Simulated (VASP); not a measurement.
# Zn (Im-3m) in VASP: further runs

Aim: see how the results for Zn move with the level of theory and the settings. Levels: r2SCAN0, PBEsol, PBE. Tasks: single point.

Everything below comes from runs of VASP 6.6.1. Logs are shortened: lines on timing, memory, paths and dates and some standing lists are left out, and cuts for length are marked.

## 1. The cell of the first run

The structure is cubic, space group Im-3m (No. 229). The conventional cell has a = 3.138 Å, b = 3.138 Å, c = 3.138 Å, α = 90.00°, β = 90.00°, γ = 90.00°. Zn (site symmetry m-3m) has 14 Zn at 2.72 to 3.14 Å within 3.6 Å.

## 2. Single point, r2SCAN0

The input, POSCAR:

```
Zn
1.0
   -1.5690370000      1.5690370000      1.5690370000
    1.5690370000     -1.5690370000      1.5690370000
    1.5690370000      1.5690370000     -1.5690370000
Zn
1
Direct
    0.0000000000      0.0000000000      0.0000000000
```

The input, INCAR.step1:

```
SYSTEM = Zn
ALGO = Normal ; EDIFF = 1E-5
ENCUT = 520 ; GGA = PE
ISIF = 2 ; ISMEAR = -1
LASPH = .True. ; LCHARG = .False.
LREAL = .False. ; LWAVE = .True.
NBANDS = 12 ; NELM = 100
PREC = Accurate ; SIGMA = 0.05
```

The input, INCAR.step2:

```
SYSTEM = Zn
AEXX = 0.25 ; ALGO = Normal
EDIFF = 1E-6 ; ENCUT = 520
ISIF = 2 ; ISMEAR = -1
ISTART = 1 ; LASPH = .True.
LCHARG = .False. ; LHFCALC = .True.
LMIXTAU = .True. ; LREAL = .False.
LWAVE = .False. ; METAGGA = R2SCAN
NBANDS = 12 ; NELM = 100
PREC = Accurate ; PRECFOCK = Normal
SIGMA = 0.05
```

The input, KPOINTS:

```
k-points
0
Gamma
  7 7 7
  0 0 0
```

Potentials or basis: VASP PAW PBE potentials, release 64 (Zn).

The run is started by

```
$ cat potpaw_PBE.64/Zn/POTCAR > POTCAR
$ cp INCAR.step1 INCAR
$ mpirun -np 1 vasp_std > vasp.out
$ cp INCAR.step2 INCAR
$ mpirun -np 1 vasp_std > vasp.out
```

OUTCAR:

```text
SYSTEM = Zn
   AEXX = 0.25
   EDIFF = 1E-6
   ENCUT = 520
   ISIF = 2
   ISMEAR = -1
   ISTART = 1
   LASPH = .True.
   LHFCALC = .True.
   LREAL = .False.
   METAGGA = R2SCAN
   NELM = 100
   PREC = Accurate
   PRECFOCK = Normal

 ion  position               nearest neighbor table
   1  0.000  0.000  0.000-

  LATTYP: Found a body centered cubic cell.
 ALAT       =     3.1380740000

  Lattice vectors:

 A1 = (  -1.5690370000,   1.5690370000,   1.5690370000)
 A2 = (   1.5690370000,  -1.5690370000,   1.5690370000)
 A3 = (   1.5690370000,   1.5690370000,  -1.5690370000)

Analysis of symmetry for initial positions (statically):
=====================================================================
 Subroutine PRICEL returns:
 Original cell was already a primitive cell.

 Routine SETGRP: Setting up the symmetry group for a
 body centered cubic supercell.

 Subroutine GETGRP returns: Found 48 space group operations
 (whereof 48 operations were pure point group operations)
 out of a pool of 48 trial point group operations.

The static configuration has the point symmetry O_h .

Analysis of symmetry for dynamics (positions and initial velocities):
=====================================================================
 Subroutine PRICEL returns:
 Original cell was already a primitive cell.

 Routine SETGRP: Setting up the symmetry group for a
 body centered cubic supercell.

 Subroutine GETGRP returns: Found 48 space group operations
 (whereof 48 operations were pure point group operations)
 out of a pool of 48 trial point group operations.

The dynamic configuration has the point symmetry O_h .

 Subroutine INISYM returns: Found 48 space group operations
 (whereof 48 operations are pure point group operations),
 and found     1 'primitive' translations

----------------------------------------------------------------------------------------

                                     Primitive cell

  volume of cell :      15.4511

  direct lattice vectors                    reciprocal lattice vectors
    -1.569037000  1.569037000  1.569037000     0.000000000  0.318666800  0.318666800
     1.569037000 -1.569037000  1.569037000     0.318666800  0.000000000  0.318666800
     1.569037000  1.569037000 -1.569037000     0.318666800  0.318666800  0.000000000

  length of vectors
     2.717651803  2.717651803  2.717651803     0.450662911  0.450662911  0.450662911

  position of ions in fractional coordinates (direct lattice)
     0.000000000  0.000000000  0.000000000

  ion indices of the primitive-cell ions
   primitive index   ion index
                 1           1

----------------------------------------------------------------------------------------

 KPOINTS: k-points

Automatic generation of k-mesh.
 Grid dimensions read from file:
 generate k-points for:    7    7    7

 Generating k-lattice:

  Cartesian coordinates                     Fractional coordinates (reciprocal lattice)
     0.000000000  0.045523829  0.045523829     0.142857143  0.000000000  0.000000000
     0.045523829  0.000000000  0.045523829     0.000000000  0.142857143  0.000000000
     0.045523829  0.045523829  0.000000000     0.000000000  0.000000000  0.142857143

  Length of vectors
     0.064380416  0.064380416  0.064380416

  Shift w.r.t. Gamma in fractional coordinates (k-lattice)
     0.000000000  0.000000000  0.000000000

 Subroutine IBZKPT returns following result:
 ===========================================

 Found     20 irreducible k-points:

 Following reciprocal coordinates:
            Coordinates               Weight
  0.000000  0.000000  0.000000      1.000000
  0.142857  0.000000  0.000000     12.000000
  0.285714  0.000000  0.000000     12.000000
  0.428571  0.000000  0.000000     12.000000
  0.142857  0.142857  0.000000     24.000000
  0.285714  0.142857  0.000000     48.000000
[... 12 lines left out ...]
 -0.428571 -0.428571  0.285714      8.000000
 -0.428571  0.428571  0.428571      6.000000
   k-points           NKPTS =     20   k-points in BZ     NKDIM =    343   number of bands    NBANDS=     12
   number of dos      NEDOS =    301   number of ions     NIONS =      1
   total plane-waves  NPLWV =   8000
   dimension x,y,z NGX =    20 NGY =   20 NGZ =   20
   dimension x,y,z NGXF=    40 NGYF=   40 NGZF=   40
   ions per type =               1
   NGX,Y,Z   is equivalent  to a cutoff of  12.23, 12.23, 12.23 a.u.
   NGXF,Y,Z  is equivalent  to a cutoff of  24.47, 24.47, 24.47 a.u.
 SYSTEM =  Zn
   PREC   = accura    normal or accurate (medium, high low for compatibility)
   ISTART =      1    job   : 0-new  1-cont  2-samecut
   ICHARG =      0    charge: 1-file 2-atom 10-const
   ISPIN  =      1    spin polarized calculation?
   LNONCOLLINEAR =      F non collinear calculations
   LSORBIT =      F    spin-orbit coupling
   LASPH  =      T    aspherical Exc in radial PAW
   ENCUT  =  520.0 eV  38.22 Ry    6.18 a.u.   5.05  5.05  5.05*2*pi/ulx,y,z
   NELM   =    100;   NELMIN=  2; NELMDL=  0     # of ELM steps
   EDIFF  = 0.1E-05   stopping-criterion for ELM
   LREAL  =      F    real-space projection
   EDIFFG = 0.1E-04   stopping-criterion for IOM
   NSW    =      0    number of steps for IOM
   IBRION =     -1    ionic relax: 0-MD 1-quasi-New 2-CG
   NFREE  =      0    steps in history (QN), initial steepest desc. (CG)
   ISIF   =      2    stress and relaxation
   ISYM   =      3    0-nonsym 1-usesym 2-fastsym
   POTIM  = 0.5000    time-step for ionic-motion
   TEBEG  =    0.0;   TEEND  =   0.0 temperature during run
   PSTRESS=    0.0 pullay stress
   NELECT =      12.0000    total number of electrons
   NUPDOWN=      -1.0000    fix difference up-down
   EMIN   =  10.00;   EMAX   =-10.00  energy-range for DOS
   EFERMI =   0.00;   METHOD = LEGACY
   ISMEAR =    -1;   SIGMA  =   0.05  broadening in eV -4-tet -1-fermi 0-gaus
   EFERMI_NEDOS =   21; number of points for ismear=-14 and -15
   IALGO  =     38    algorithm
   IMIX   =      1    mixing-type and parameters
     AMIX     =   0.40;   BMIX     =  1.00
     AMIX_MAG =   1.60;   BMIX_MAG =  1.00
  volume/ion in A,a.u.               =      15.45       104.27
  Fermi-wavevector in a.u.,A,eV,Ry     =   1.504811  2.843681 30.809811  2.264457
  Thomas-Fermi vector in A             =   2.615742
   LORBIT       =      0    0 simple, 1 ext, 2 COOP (PROOUT), +10 PAW based schemes
   METAGGA = R2SCAN    functional components
   LHFCALC =     T    Hartree Fock is set to
   PRECFOCK=normal    Normal, Fast or Accurate (Low or Medium for compatibility)
   ENCUT4O =  -1.0   cutoff for four orbital integrals eV
   NKREDX  =     1    reduce k-point grid by
   NKREDY  =     1    reduce k-point grid by
   NKREDZ  =     1    reduce k-point grid by
   AEXX    =    0.2500 exact exchange contribution
   HFSCREEN=    0.0000 screening length (either q_TF or 0.3 A-1)
   HFSCREENC=   0.0000 screening length for correlation (either q_TF or 0.3 A-1)
   ENCUTFOCK=  -1.0 apply spherical cutoff to Coloumb kernel
   IVDW    =     0    specifies the selected vdW correction
   LEPSILON=     F    determine dielectric tensor
   LRPA    =     F    only Hartree local field effects (RPA)
 non-spin polarized calculation
  energy-cutoff  :      520.00
  volume of cell :       15.45
 maximum number of plane-waves:       429
  NGX = 16; NGY = 16; NGZ = 16

 number of electron      12.0000023 magnetization

 Free energy of the ion-electron system (eV)
  ---------------------------------------------------
  ext. energy  EPLUGINS =         0.00000000
  ---------------------------------------------------
  free energy    TOTEN  =        -7.24717171 eV

  energy without entropy =       -7.24474980  energy(sigma->0) =       -7.24596076

 E-fermi :   2.2910     XC(G=0):  -9.7660

 val. band max:        2.1382208141   @ k =   0.4286   0.1429   0.0000
 cond. band min:       3.7589167245   @ k =  -0.4286  -0.4286   0.1429
 fundamental gap:      1.6206959105
 Fermi energy:         2.2909660675

 k-point     1 :       0.0000    0.0000    0.0000
  band No.  band energies     occupation
      1      -9.4937      2.00000
      2      -7.7091      2.00000
      3      -7.7090      2.00000
      4      -7.7090      2.00000
      5      -7.2229      2.00000
      6      -7.2229      2.00000
      7      24.7069      0.00000
      8      24.7069      0.00000
      9      24.7071      0.00000
     10      25.6999      0.00000
     11      25.6999      0.00000
     12      25.6999      0.00000

 k-point     2 :       0.1429    0.0000    0.0000
  band No.  band energies     occupation
      1      -8.7820      2.00000
      2      -7.7670      2.00000
      3      -7.6670      2.00000
      4      -7.5555      2.00000
      5      -7.2653      2.00000
      6      -7.2184      2.00000
      7      18.0914      0.00000
      8      21.4245      0.00000
      9      21.9979      0.00000
     10      23.1074      0.00000
     11      23.8641      0.00000
     12      26.0983      0.00000

 k-point     3 :       0.2857    0.0000    0.0000
  band No.  band energies     occupation
      1      -8.1246      2.00000
      2      -7.8966      2.00000
      3      -7.2835      2.00000
      4      -7.2045      2.00000
      5      -7.1931      2.00000
      6      -6.1159      2.00000
      7      10.7308      0.00000
      8      18.2478      0.00000
      9      19.1636      0.00000
     10      21.0193      0.00000
     11      22.4658      0.00000
     12      28.3538      0.00000

 k-point     4 :       0.4286    0.0000    0.0000
  band No.  band energies     occupation
      1      -8.2563      2.00000
      2      -7.9998      2.00000
      3      -7.2394      2.00000
      4      -7.1900      2.00000
      5      -6.8828      2.00000
      6      -2.2982      2.00000
      7       4.2511      0.00000
      8      16.4990      0.00000
      9      17.6681      0.00000
     10      20.0037      0.00000
     11      21.7969      0.00000
     12      31.9064      0.00000

 k-point     5 :       0.1429    0.1429    0.0000
  band No.  band energies     occupation
      1      -8.0040      2.00000
      2      -7.7642      2.00000
      3      -7.6592      2.00000
      4      -7.3155      2.00000
      5      -7.2141      2.00000
      6      -6.6709      2.00000
      7      14.7333      0.00000
      8      14.7839      0.00000
      9      19.0657      0.00000
     10      23.9119      0.00000
     11      24.6960      0.00000
     12      27.6592      0.00000
[... 168 lines left out ...]
      1      -7.8408      2.00000
      2      -7.7857      2.00000
      3      -7.3957      2.00000
      4      -7.3956      2.00000
      5      -7.2162      2.00000
      6      -2.9481      2.00000
      7      12.1892      0.00000
      8      12.1894      0.00000
      9      14.7712      0.00000
     10      14.8484      0.00000
     11      27.4921      0.00000
     12      31.3922      0.00000

 k-point    18 :      -0.4286    0.4286    0.2857
  band No.  band energies     occupation
      1      -8.0443      2.00000
      2      -7.9341      2.00000
      3      -7.3741      2.00000
      4      -7.2311      2.00000
      5      -6.9332      2.00000
      6       0.9952      2.00000
      7       6.8857      0.00000
      8      10.5169      0.00000
      9      13.7235      0.00000
     10      17.1586      0.00000
     11      21.7229      0.00000
     12      30.1324      0.00000

 k-point    19 :      -0.4286   -0.4286    0.2857
  band No.  band energies     occupation
      1      -8.0905      2.00000
      2      -8.0905      2.00000
      3      -7.3211      2.00000
      4      -6.9731      2.00000
      5      -6.9730      2.00000
      6       5.8616      0.00000
      7       5.8618      0.00000
      8       6.3818      0.00000
      9      16.5079      0.00000
     10      16.5080      0.00000
     11      16.6865      0.00000
     12      30.2847      0.00000

 k-point    20 :      -0.4286    0.4286    0.4286
  band No.  band energies     occupation
      1      -8.2260      2.00000
      2      -8.2056      2.00000
      3      -6.9882      2.00000
      4      -6.9881      2.00000
      5      -6.9478      2.00000
      6       5.1865      0.00000
      7       8.7653      0.00000
      8       8.7656      0.00000
      9      12.6973      0.00000
     10      12.7623      0.00000
     11      16.0001      0.00000
     12      36.5540      0.00000

------------------------ aborting loop because EDIFF is reached ----------------------------------------

  FORCE on cell =-STRESS in cart. coord.  units (eV):
  Direction    XX          YY          ZZ          XY          YZ          ZX
  --------------------------------------------------------------------------------------
  -------------------------------------------------------------------------------------
  Total       -0.4017135     -0.4017135     -0.4017135     -0.0000000     -0.0000000      0.0000000
  in kB      -41.6550284    -41.6550284    -41.6550284     -0.0000000     -0.0000000      0.0000000
  external PRESSURE =     -41.6550284 kB  Pullay stress =       0.0000000 kB

 VOLUME and BASIS-vectors are now :
 -----------------------------------------------------------------------------
  energy-cutoff  :      520.00
  volume of cell :       15.45
      direct lattice vectors                 reciprocal lattice vectors
    -1.569037000  1.569037000  1.569037000     0.000000000  0.318666800  0.318666800
     1.569037000 -1.569037000  1.569037000     0.318666800  0.000000000  0.318666800
     1.569037000  1.569037000 -1.569037000     0.318666800  0.318666800  0.000000000

 POSITION                                       TOTAL-FORCE (eV/Angst)
 -----------------------------------------------------------------------------------
      0.00000      0.00000      0.00000         0.000000     -0.000000     -0.000000
 -----------------------------------------------------------------------------------
    total drift:                                0.000000      0.000000     -0.000000

  FREE ENERGIE OF THE ION-ELECTRON SYSTEM (eV)
  ---------------------------------------------------
  free  energy   TOTEN  =        -7.2471717116 eV

  energy  without entropy=       -7.2447498049  energy(sigma->0) =       -7.24596076
```

Wall time 20 min (1 thread of AMD EPYC 7R43 (Zen 3), shared host); peak memory 0.1 GiB.

What came out:

- Free energy: -7.2472 eV
- Pressure: -4.2 GPa
- Band gap on the k mesh: zero (band 6 reaches 5.86 eV, above the bottom of band 7 at 2.14 eV)

Caveat: the k points lie up to 0.40 Å⁻¹ apart; the PAW data sets were made with another functional, which shifts forces and pressure a little.

## 3. Single point, PBEsol (volume scaled by 0.98)

The input, INCAR:

```
SYSTEM = Zn
PREC = Accurate
ENCUT = 520
EDIFF = 1E-7
ISMEAR = -1
SIGMA = 0.05
LREAL = .FALSE.
LASPH = .TRUE.
NELM = 100
ALGO = Fast
ISIF = 2
LWAVE = .FALSE.
LCHARG = .TRUE.
GGA = PS
LELF = .TRUE.
LVHAR = .TRUE.
NBANDS = 12
```

The input, KPOINTS:

```
regular mesh
0
G
  12 12 12
  0 0 0
```

The input, POSCAR:

```
Zn
1.0
   -1.5585062330      1.5585062330      1.5585062330
    1.5585062330     -1.5585062330      1.5585062330
    1.5585062330      1.5585062330     -1.5585062330
Zn
1
Direct
    0.0000000000      0.0000000000      0.0000000000
```

Potentials or basis: VASP PAW PBE potentials, release 64 (Zn).

The run is started by

```
$ cat potpaw_PBE.64/Zn/POTCAR > POTCAR
$ mpirun -np 1 vasp_std > vasp.out
```

It took 19 s on 1 thread of AMD EPYC 7R13, shared host; peak memory 0.1 GiB.

The run converged. Its results:

```yaml
Free_energy: -1.4780 eV
Pressure: -3.7 GPa
Band_gap_on_the_k_mesh: zero (band 6 reaches 7.25 eV, above the bottom of band 7 at 2.09 eV)
```

Levels at points of the mesh, in eV from the Fermi level:
| k point | band 3 | band 4 | band 5 | band 6 | band 7 | band 8 | band 9 | band 10 |
| --- | --- | --- | --- | --- | --- | --- | --- | --- |
| (0.00, 0.00, 0.00) | -7.76 | -7.76 | -7.24 | -7.24 | 19.29 | 19.29 | 19.29 | 20.92 |
| (0.50, 0.00, 0.00) | -7.26 | -7.20 | -6.89 | -2.72 | -0.94 | 11.43 | 12.81 | 15.44 |
| (0.50, 0.50, 0.50) | -6.98 | -6.98 | -6.98 | 4.22 | 4.22 | 4.22 | 7.69 | 8.65 |

Caveat: the PAW data sets were made with another functional, which shifts forces and pressure a little.

## 4. Single point, PBE

The input, INCAR:

```
SYSTEM = Zn
PREC     = Accurate       ! precision mode
ENCUT    = 500            ! plane-wave cutoff, eV
EDIFF    = 1E-6           ! SCF threshold, eV
ISMEAR   = 0              ! smearing method
SIGMA    = 0.02           ! smearing width, eV
LREAL    = .FALSE.        ! projectors in reciprocal space
LASPH    = .TRUE.         ! aspherical terms in the spheres
NELM     = 120            ! most SCF steps
ALGO     = Normal         ! electronic algorithm
ISIF     = 2              ! what is computed and relaxed
LWAVE    = .FALSE.        ! write WAVECAR
LCHARG   = .TRUE.         ! write CHGCAR
GGA      = PE             ! functional
LELF     = .TRUE.         ! ELF
LVHAR    = .TRUE.       
NBANDS   = 12             ! bands
GGA_COMPAT= .FALSE.
```

KPOINTS is that of step 3.

The input, POSCAR:

```
Zn
1.0
   -1.5690370000      1.5690370000      1.5690370000
    1.5690370000     -1.5690370000      1.5690370000
    1.5690370000      1.5690370000     -1.5690370000
Zn
1
Direct
    0.0000000000      0.0000000000      0.0000000000
```

The run is started by

```
$ cat potpaw_PBE.64/Zn/POTCAR > POTCAR
$ mpirun -np 1 vasp_std > vasp.out
```

Wall time 4.6 s (1 thread of Intel Xeon 6975P-C (Granite Rapids), shared host); peak memory 0.12 GiB.

The run converged. Its results:

| Item | Value |
| --- | --- |
| Free energy | -1.0162 eV |
| Pressure | 0.1 GPa |
| Band gap on the k mesh | zero (band 6 reaches 7.27 eV, above the bottom of band 7 at 2.09 eV) |

Levels at points of the mesh, in eV from the Fermi level:
```tsv
k point	band 3	band 4	band 5	band 6	band 7	band 8	band 9	band 10
(0.00, 0.00, 0.00)	-7.70	-7.70	-7.20	-7.20	19.02	19.02	19.02	20.77
(0.50, 0.00, 0.00)	-7.23	-7.17	-6.87	-2.59	-0.94	11.33	12.72	15.32
(0.50, 0.50, 0.50)	-6.95	-6.95	-6.95	4.24	4.24	4.24	7.50	8.59
```

## 5. Single point, PBE

The input, INCAR:

```
  PREC = Accurate
  ENCUT = 500
  EDIFF = 1E-6
  ISMEAR = 0
  SIGMA = 0.020999999999999998
  LREAL = F
  LASPH = T
  NELM = 120
  ALGO = Normal
  ISIF = 2
  LWAVE = F
  LCHARG = F
  GGA = PE
  NBANDS = 12
  GGA_COMPAT = F
```

The input, KPOINTS:

```
Automatic mesh
0
Gamma
  12 12 12
```

POSCAR is that of step 4.

The run is started by

```
$ cat potpaw_PBE.64/Zn/POTCAR > POTCAR
$ mpirun -np 1 vasp_std > vasp.out
```

It took 5.3 s on 1 thread of Intel Xeon 6975P-C (Granite Rapids), shared host; peak memory 0.12 GiB.

The run converged. Its results:

- Free energy: -1.0162 eV
- Pressure: 0.1 GPa
- Band gap on the k mesh: zero (band 6 reaches 7.27 eV, above the bottom of band 7 at 2.09 eV)

Levels at points of the mesh, in eV from the Fermi level:
| k point | band 4 | band 5 | band 6 | band 7 | band 8 | band 9 |
| --- | --- | --- | --- | --- | --- | --- |
| (0.00, 0.00, 0.00) | -7.70 | -7.20 | -7.20 | 19.02 | 19.02 | 19.02 |
| (0.50, 0.00, 0.00) | -7.17 | -6.87 | -2.59 | -0.94 | 11.33 | 12.72 |
| (0.50, 0.50, 0.50) | -6.95 | -6.95 | 4.24 | 4.24 | 4.24 | 7.50 |

## 6. Summary

| level | cell | k mesh | cutoff (eV) | smearing | grid for exact exchange (PRECFOCK) | gap on the mesh (eV) | pressure (GPa) |
| --- | --- | --- | --- | --- | --- | --- | --- |
| r2SCAN0 | a = 2.718 Å, angles 109.5°, 1 atom | 7 × 7 × 7 | 520 | fermi-dirac 0.05 eV | Normal | none | -4.2 |
| PBEsol | a = 2.699 Å, angles 109.5°, 1 atom | 12 × 12 × 12 | 520 | fermi-dirac 0.05 eV | - | none | -3.7 |
| PBE | a = 2.718 Å, angles 109.5°, 1 atom | 12 × 12 × 12 | 500 | gaussian 0.02 eV | - | none | 0.1 |
| PBE | a = 2.718 Å, angles 109.5°, 1 atom | 12 × 12 × 12 | 500 | gaussian 0.021 eV | - | none | 0.1 |

Alike in all rows: task single point; potentials or basis VASP PAW PBE potentials, release 64 (Zn); no spin polarisation.

Caveats: some runs use coarse meshes; the PAW data sets were made with another functional, which shifts forces and pressure a little (some runs).

Total energies depend on the potentials used, so only differences within one code and one set of settings carry meaning.
